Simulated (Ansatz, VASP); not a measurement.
# One calculation of TiC, two programs

```
Ti C
1.0
     0.00000    2.16572    2.16572
     2.16572    0.00000    2.16572
     2.16572    2.16572    0.00000
Ti C
1 1
Direct
  0.00000 0.00000 0.00000
  0.50000 0.50000 0.50000
```

Alike in both runs: functional revPBE; k mesh 11 × 11 × 11; occupations fermi-dirac, width 0.05 eV; no spin polarisation.

|  | VASP | Ansatz |
| --- | --- | --- |
| version | VASP 6.6.1 | Ansatz 0.2.0 |
| potentials or method | VASP PAW PBE potentials, release 64 (Ti_sv, C) | Ansatz PAW |
| plane-wave cutoff (eV) | 520 | 420 |
| valence electrons in the cell | 16 | 16 |
| task | single point | band structure |

Ansatz gave:

* gap on the k mesh at the Fermi level (eV): none
* pressure (GPa): 3.6

**Question.** Estimate VASP's values.

**Answer.** gap on the k mesh at the Fermi level (eV): none; pressure (GPa): 3.8.

VASP's potentials were made for PBE, not for revPBE. A gap of «none» marks a metal or a gap that the smearing closes.
